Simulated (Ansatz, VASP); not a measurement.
# Two plane-wave programs on KBr

```
Br K
1.0
     0.00000    3.30000    3.30000
     3.30000    0.00000    3.30000
     3.30000    3.30000    0.00000
Br K
1 1
Cartesian
  3.3000 3.3000 3.3000
  0.0000 0.0000 0.0000
```

Alike in both runs: task single point; functional PBE-based screened hybrid with a share of 0.15 of exact exchange and HFSCREEN = 0.2; k mesh 4 × 4 × 4; occupations fermi-dirac, width 0.05 eV; no spin polarisation.

```csv
,VASP,Ansatz
version,VASP 6.6.1,Ansatz 0.2.0
potentials or method,"VASP PAW PBE potentials, release 64 (Br, K_sv)",Ansatz PAW
plane-wave cutoff (eV),520,420
valence electrons in the cell,16,16
```

|  | VASP | Ansatz | Ansatz less VASP |
| --- | --- | --- | --- |
| gap on the k mesh at the Fermi level (eV) | 5.14 | 5.14 | +0.002 |
| least direct gap on the mesh (eV) | 5.14 | 5.14 | +0.002 |
| pressure (GPa) | 0.6 | 0.6 | -0.03 |

VASP's potentials were made for PBE, not for PBE-based screened hybrid. With one functional, cell and mesh, what is left measures potentials, basis and numerics.
